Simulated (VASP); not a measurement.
# HfO2 (Fm-3m) in VASP: a series of runs, part 2 of 2

VASP 6.6.1. The steps go on from the part before.

### Step 3. Single point, PBEsol

This run uses another cell than the first one, of 10.65 Å³/atom, 0.996 times its volume.

INCAR

```
PREC = Accurate
ENCUT = 520
EDIFF = 1E-6
ISMEAR = 0
SIGMA = 0.01
LREAL = F
LASPH = T
NELM = 100
ALGO = Normal
ISIF = 2
LWAVE = F
LCHARG = F
GGA = PS
NBANDS = 18
```

KPOINTS

```
regular mesh
0
Gamma
  8 8 8
```

POSCAR

```
HfO2
1.0
    0.0000000000      2.5187434080      2.5187434080
    2.5187434080      0.0000000000      2.5187434080
    2.5187434080      2.5187434080      0.0000000000
Hf O
1 2
Direct
    0.0000000000      0.0000000000      0.0000000000
    0.2500000000      0.2500000000      0.2500000000
    0.7500000000      0.7500000000      0.7500000000
```

Potentials or basis: VASP PAW PBE potentials, release 64 (Hf_pv, O).

Started as:

```console
$ cat potpaw_PBE.64/Hf_pv/POTCAR potpaw_PBE.64/O/POTCAR > POTCAR
$ mpirun -np 1 vasp_std > vasp.out
```

OUTCAR:

```text
PREC = Accurate
   ENCUT = 520
   EDIFF = 1E-6
   ISMEAR = 0
   LREAL = F
   LASPH = T
   NELM = 100
   ISIF = 2
   GGA = PS

 ion  position               nearest neighbor table
   1  0.000  0.000  0.000-   3 2.18   3 2.18   3 2.18   2 2.18   2 2.18   2 2.18   3 2.18   2 2.18

   2  0.250  0.250  0.250-   1 2.18   1 2.18   1 2.18   1 2.18
   3  0.750  0.750  0.750-   1 2.18   1 2.18   1 2.18   1 2.18

  LATTYP: Found a face centered cubic cell.
 ALAT       =     5.0374868160

  Lattice vectors:

 A1 = (   0.0000000000,   2.5187434080,   2.5187434080)
 A2 = (   2.5187434080,   0.0000000000,   2.5187434080)
 A3 = (   2.5187434080,   2.5187434080,   0.0000000000)

Analysis of symmetry for initial positions (statically):
=====================================================================
 Subroutine PRICEL returns:
 Original cell was already a primitive cell.

 Routine SETGRP: Setting up the symmetry group for a
 face centered cubic supercell.

 Subroutine GETGRP returns: Found 48 space group operations
 (whereof 48 operations were pure point group operations)
 out of a pool of 48 trial point group operations.

The static configuration has the point symmetry O_h .

Analysis of symmetry for dynamics (positions and initial velocities):
=====================================================================
 Subroutine PRICEL returns:
 Original cell was already a primitive cell.

 Routine SETGRP: Setting up the symmetry group for a
 face centered cubic supercell.

 Subroutine GETGRP returns: Found 48 space group operations
 (whereof 48 operations were pure point group operations)
 out of a pool of 48 trial point group operations.

The dynamic configuration has the point symmetry O_h .

 Subroutine INISYM returns: Found 48 space group operations
 (whereof 48 operations are pure point group operations),
 and found     1 'primitive' translations

----------------------------------------------------------------------------------------

                                     Primitive cell

  volume of cell :      31.9582

  direct lattice vectors                    reciprocal lattice vectors
     0.000000000  2.518743408  2.518743408    -0.198511686  0.198511686  0.198511686
     2.518743408  0.000000000  2.518743408     0.198511686 -0.198511686  0.198511686
     2.518743408  2.518743408  0.000000000     0.198511686  0.198511686 -0.198511686

  length of vectors
     3.562041088  3.562041088  3.562041088     0.343832326  0.343832326  0.343832326

  position of ions in fractional coordinates (direct lattice)
     0.000000000  0.000000000  0.000000000
     0.250000000  0.250000000  0.250000000
     0.750000000  0.750000000  0.750000000

  ion indices of the primitive-cell ions
   primitive index   ion index
                 1           1
                 2           2
                 3           3

----------------------------------------------------------------------------------------

 KPOINTS: regular mesh

Automatic generation of k-mesh.
 Grid dimensions read from file:
 generate k-points for:    8    8    8

 Generating k-lattice:

  Cartesian coordinates                     Fractional coordinates (reciprocal lattice)
    -0.024813961  0.024813961  0.024813961     0.125000000  0.000000000  0.000000000
     0.024813961 -0.024813961  0.024813961     0.000000000  0.125000000  0.000000000
     0.024813961  0.024813961 -0.024813961     0.000000000  0.000000000  0.125000000

  Length of vectors
     0.042979041  0.042979041  0.042979041

  Shift w.r.t. Gamma in fractional coordinates (k-lattice)
     0.000000000  0.000000000  0.000000000

 Subroutine IBZKPT returns following result:
 ===========================================

 Found     29 irreducible k-points:

 Following reciprocal coordinates:
            Coordinates               Weight
  0.000000  0.000000  0.000000      1.000000
  0.125000  0.000000  0.000000      8.000000
  0.250000  0.000000  0.000000      8.000000
  0.375000  0.000000  0.000000      8.000000
  0.500000  0.000000  0.000000      4.000000
  0.125000  0.125000  0.000000      6.000000
[... 16 lines left out ...]
  0.500000  0.250000  0.125000     48.000000
 -0.375000  0.250000  0.125000     24.000000
 [... further k-points ...]
   k-points           NKPTS =     29   k-points in BZ     NKDIM =     29   number of bands    NBANDS=     18
   number of dos      NEDOS =    301   number of ions     NIONS =      3
   total plane-waves  NPLWV =  21952
   dimension x,y,z NGX =    28 NGY =   28 NGZ =   28
   dimension x,y,z NGXF=    56 NGYF=   56 NGZF=   56
   ions per type =               1   2
   NGX,Y,Z   is equivalent  to a cutoff of  13.07, 13.07, 13.07 a.u.
   NGXF,Y,Z  is equivalent  to a cutoff of  26.14, 26.14, 26.14 a.u.
 SYSTEM =  unknown system
   PREC   = accura    normal or accurate (medium, high low for compatibility)
   ISTART =      0    job   : 0-new  1-cont  2-samecut
   ICHARG =      2    charge: 1-file 2-atom 10-const
   ISPIN  =      1    spin polarized calculation?
   LNONCOLLINEAR =      F non collinear calculations
   LSORBIT =      F    spin-orbit coupling
   LASPH  =      T    aspherical Exc in radial PAW
   ENCUT  =  520.0 eV  38.22 Ry    6.18 a.u.   6.62  6.62  6.62*2*pi/ulx,y,z
   NELM   =    100;   NELMIN=  2; NELMDL= -5     # of ELM steps
   EDIFF  = 0.1E-05   stopping-criterion for ELM
   LREAL  =      F    real-space projection
   EDIFFG = 0.1E-04   stopping-criterion for IOM
   NSW    =      0    number of steps for IOM
   IBRION =     -1    ionic relax: 0-MD 1-quasi-New 2-CG
   NFREE  =      0    steps in history (QN), initial steepest desc. (CG)
   ISIF   =      2    stress and relaxation
   ISYM   =      2    0-nonsym 1-usesym 2-fastsym
   POTIM  = 0.5000    time-step for ionic-motion
   TEBEG  =    0.0;   TEEND  =   0.0 temperature during run
   PSTRESS=    0.0 pullay stress
   NELECT =      22.0000    total number of electrons
   NUPDOWN=      -1.0000    fix difference up-down
   EMIN   =  10.00;   EMAX   =-10.00  energy-range for DOS
   EFERMI =   0.00;   METHOD = LEGACY
   ISMEAR =     0;   SIGMA  =   0.01  broadening in eV -4-tet -1-fermi 0-gaus
   EFERMI_NEDOS =   21; number of points for ismear=-14 and -15
   IALGO  =     38    algorithm
   IMIX   =      4    mixing-type and parameters
     AMIX     =   0.40;   BMIX     =  1.00
     AMIX_MAG =   1.60;   BMIX_MAG =  1.00
  volume/ion in A,a.u.               =      10.65        71.89
  Fermi-wavevector in a.u.,A,eV,Ry     =   1.445512  2.731622 28.429453  2.089506
  Thomas-Fermi vector in A             =   2.563686
   LORBIT       =      0    0 simple, 1 ext, 2 COOP (PROOUT), +10 PAW based schemes
   GGA     = PS    functional components
   LHFCALC =     F    Hartree Fock is set to
   AEXX    =    0.0000 exact exchange contribution
   IVDW    =     0    specifies the selected vdW correction
   LEPSILON=     F    determine dielectric tensor
   LRPA    =     F    only Hartree local field effects (RPA)
 non-spin polarized calculation
 Gauss-broadening in eV      SIGMA  =   0.01
  energy-cutoff  :      520.00
  volume of cell :       31.96
 maximum number of plane-waves:       881
 NGX is ok and might be reduce to    28
   NGX = 13   NGY = 13   NGZ = 13

 number of electron      21.9999994 magnetization

 Free energy of the ion-electron system (eV)
  ---------------------------------------------------
  ext. energy  EPLUGINS =         0.00000000
  ---------------------------------------------------
  free energy    TOTEN  =       -31.63458286 eV

  energy without entropy =      -31.63458286  energy(sigma->0) =      -31.63458286

 E-fermi :   4.3863     XC(G=0): -12.2082

 val. band max:        4.2979693406   @ k =   0.5000   0.5000   0.0000
 cond. band min:       8.0187272559   @ k =   0.5000   0.5000   0.0000
 fundamental gap:      3.7207579153
 Fermi energy:         4.3863142623

 k-point     1 :       0.0000    0.0000    0.0000
  band No.  band energies     occupation
      1     -25.2407      2.00000
      2     -25.2407      2.00000
      3     -25.2407      2.00000
      4     -14.5123      2.00000
      5     -11.3140      2.00000
      6      -1.2236      2.00000
[... 10 lines left out ...]
     17      14.9616      0.00000
     18      18.0580      0.00000
[... 466 lines left out ...]
      2     -25.4348      2.00000
      3     -25.3269      2.00000
      4     -12.8339      2.00000
      5     -12.2298      2.00000
      6      -0.6989      2.00000
[... 10 lines left out ...]
     17      15.2297      0.00000
     18      17.4738      0.00000

 [... further k-points ...]

------------------------ aborting loop because EDIFF is reached ----------------------------------------

  FORCE on cell =-STRESS in cart. coord.  units (eV):
  Direction    XX          YY          ZZ          XY          YZ          ZX
  --------------------------------------------------------------------------------------
  -------------------------------------------------------------------------------------
  Total       -0.5475250     -0.5475250     -0.5475250     -0.0000000     -0.0000000      0.0000000
  in kB      -27.4493952    -27.4493952    -27.4493952     -0.0000000     -0.0000000      0.0000000
  external PRESSURE =     -27.4493952 kB  Pullay stress =       0.0000000 kB

 VOLUME and BASIS-vectors are now :
 -----------------------------------------------------------------------------
  energy-cutoff  :      520.00
  volume of cell :       31.96
      direct lattice vectors                 reciprocal lattice vectors
     0.000000000  2.518743408  2.518743408    -0.198511686  0.198511686  0.198511686
     2.518743408  0.000000000  2.518743408     0.198511686 -0.198511686  0.198511686
     2.518743408  2.518743408  0.000000000     0.198511686  0.198511686 -0.198511686

 POSITION                                       TOTAL-FORCE (eV/Angst)
 -----------------------------------------------------------------------------------
      0.00000      0.00000      0.00000        -0.000000     -0.000000     -0.000000
      1.25937      1.25937      1.25937        -0.000000     -0.000000      0.000000
      3.77812      3.77812      3.77812         0.000000      0.000000      0.000000
 -----------------------------------------------------------------------------------
    total drift:                                0.000000      0.000000      0.000000

  FREE ENERGIE OF THE ION-ELECTRON SYSTEM (eV)
  ---------------------------------------------------
  free  energy   TOTEN  =       -31.6345828639 eV

  energy  without entropy=      -31.6345828639  energy(sigma->0) =      -31.63458286
```

OSZICAR:

```text
N       E                     dE             d eps       ncg     rms          rms(c)
DAV:   1     0.900415787901E+02    0.90042E+02   -0.12594E+04  1044   0.121E+03
DAV:   2    -0.328931793113E+02   -0.12293E+03   -0.11995E+03  1310   0.289E+02
DAV:   3    -0.368390485414E+02   -0.39459E+01   -0.39295E+01  1236   0.455E+01
DAV:   4    -0.368612708033E+02   -0.22222E-01   -0.22212E-01  1298   0.374E+00
DAV:   5    -0.368613996354E+02   -0.12883E-03   -0.12883E-03  1164   0.272E-01    0.512E+01
DAV:   6    -0.318023974743E+02    0.50590E+01   -0.17869E+01  1070   0.305E+01    0.433E+01
DAV:   7    -0.316821539280E+02    0.12024E+00   -0.63507E-01  1204   0.661E+00    0.290E+01
DAV:   8    -0.316524588041E+02    0.29695E-01   -0.23894E-01  1148   0.443E+00    0.826E+00
DAV:   9    -0.316347579619E+02    0.17701E-01   -0.55438E-02  1128   0.196E+00    0.276E+00
DAV:  10    -0.316345644530E+02    0.19351E-03   -0.28446E-03  1168   0.405E-01    0.201E-01
DAV:  11    -0.316345801567E+02   -0.15704E-04   -0.13207E-04  1194   0.101E-01    0.161E-01
DAV:  12    -0.316345824700E+02   -0.23133E-05   -0.14616E-05  1172   0.273E-02    0.639E-03
DAV:  13    -0.316345828639E+02   -0.39394E-06   -0.60758E-07   950   0.621E-03
   1 F= -.31634583E+02 E0= -.31634583E+02  d E =-.420099E-38
```

stdout:

```text
POSCAR found type information on POSCAR HfO
 POSCAR found :  2 types and       3 ions
 scaLAPACK will be used
 -----------------------------------------------------------------------------
|                                                                             |
|                                                                             |
|     You enforced a specific xc type in the INCAR file but a different       |
|     I HOPE YOU KNOW WHAT YOU ARE DOING!                                     |
|                                                                             |
 -----------------------------------------------------------------------------

 LDA part: xc-table for (Slater+PW92), standard interpolation
 POSCAR, INCAR and KPOINTS ok, starting setup
 FFT: planning ... GRIDC
 FFT: planning ... GRID_SOFT
 FFT: planning ... GRID
 WAVECAR not read
 entering main loop
```

It took 11 s on 1 thread of Intel Xeon 6975P-C (Granite Rapids), shared host; peak memory 0.16 GiB.

What came out:

* Free energy: -31.6346 eV
* Pressure: -2.7 GPa
* Band gap on the k mesh: 3.72 eV, direct

Levels at points of the mesh, in eV from the valence-band top:
| k point | band 7 | band 8 | band 9 | band 10 | band 11 | band 12 | band 13 | band 14 | band 15 | band 16 |
| --- | --- | --- | --- | --- | --- | --- | --- | --- | --- | --- |
| (0.00, 0.00, 0.00) | -5.52 | -5.52 | -0.63 | -0.63 | -0.63 | 3.82 | 3.82 | 5.80 | 10.66 | 10.66 |
| (0.50, 0.00, 0.00) | -4.46 | -3.12 | -2.82 | -1.88 | -1.88 | 4.59 | 4.59 | 7.14 | 8.90 | 9.57 |
| (0.50, 0.50, 0.00) | -3.55 | -3.55 | -1.58 | -1.58 | 0.00 | 3.72 | 5.53 | 6.77 | 8.30 | 8.30 |

Caveat: the PAW data sets were made with another functional, which shifts forces and pressure a little; spin-orbit coupling is left out, which moves the levels of the heavy elements. A k mesh can miss the band edges.
